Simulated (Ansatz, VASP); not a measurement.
Ag: VASP beside Ansatz

```
CELL_PARAMETERS angstrom
-1.57287 1.57287 1.69705
1.57287 -1.57287 1.69705
1.57287 1.57287 -1.69705
ATOMIC_POSITIONS crystal
Ag 0.00000 0.00000 0.00000
```

Change from the starting cell: strain -0.050 along x and y, +0.025 along z, atoms carried along.

Alike in both runs: task single point; functional r2SCAN; k mesh 20 × 20 × 20; occupations gaussian, width 0.15 eV; no spin polarisation.

|  | VASP | Ansatz |
| --- | --- | --- |
| version | VASP 6.6.1 | Ansatz 0.2.0 |
| potentials or method | VASP PAW PBE potentials, release 64 (Ag), cutoff 520 eV | scalar-relativistic, plane waves, PAW |
| valence electrons in the cell | 11 | 19 |

|  | VASP | Ansatz | Ansatz less VASP |
| --- | --- | --- | --- |
| gap on the k mesh at the Fermi level (eV) | none | none | - |
| pressure (GPa) | 4.2 | 4.0 | -0.20 |
| traceless stress, the component that is largest in VASP (GPa) | 0.95 | 0.94 | -0.014 |

VASP's potentials were made for PBE, not for r2SCAN. A gap of «none» marks a metal or a gap that the smearing closes. With one functional, cell and mesh, what is left measures potentials, basis and numerics. VASP's potentials hold 11 valence electrons a cell and Ansatz's 19, so a difference there can come from the potentials and not from the codes.
